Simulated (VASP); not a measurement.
Wanted: the native input for a VASP 6.6.1 run.

```
Task                   : single point
Functional             : PBE
Potentials or basis    : VASP PAW PBE potentials, release 64 (Sb)
Cutoff                 : 520 eV
k mesh                 : 15 × 15 × 15
Occupations            : fermi-dirac, width 0.08 eV
Spin                   : no spin polarisation
Dipole correction      : no
Further INCAR settings : ALGO = Normal; EDIFF = 1e-07; NBANDS = 12
```

The structure of Sb lies in POSCAR:

```
Sb
1.0
   -2.7576953156      2.7576953156      1.4552639948
    2.7576953156     -2.7576953156      1.4552639948
    2.7576953156      2.7576953156     -1.4552639948
Sb
2
Direct
   -0.3750000000     -0.1250000000     -0.2500000000
    0.3750000000      0.1250000000      0.2500000000
```

This cell differs from its parent crystal: volume scaled by 0.75.

One way to write it, as run:

INCAR

```
PREC     = Accurate       # precision mode
ENCUT    = 520            # plane-wave cutoff, eV
EDIFF    = 1E-7           # SCF threshold, eV
ISMEAR   = -1             # smearing method
SIGMA    = 0.08           # smearing width, eV
LREAL    = F              # projectors in reciprocal space
LASPH    = T              # aspherical terms in the spheres
NELM     = 60             # most SCF steps
ALGO     = Normal         # electronic algorithm
ISIF     = 2              # what is computed and relaxed
LWAVE    = F              # write WAVECAR
LCHARG   = F              # write CHGCAR
GGA      = PE             # functional
NBANDS   = 12             # bands
```

KPOINTS

```
Automatic mesh
0
Gamma
  15 15 15
```

Potentials or basis: VASP PAW PBE potentials, release 64 (Sb).

Launch:

```bash
$ cat potpaw_PBE.64/Sb/POTCAR > POTCAR
$ mpirun -np 1 vasp_std > vasp.out
```

It gave:

| Quantity | Value |
| --- | --- |
| Pressure | 31.4 GPa |
| Band gap on the k mesh | zero (band 5 reaches 15.74 eV, above the bottom of band 6 at 8.50 eV) |

Caveat: spin-orbit coupling is left out, which moves the levels of the heavy elements.

Run time: 73 s on 1 thread of Intel(R) Xeon(R) Platinum 8259CL CPU @ 2.50GHz (Skylake/Cascade Lake), on a shared host, peak memory 0.27 GiB.
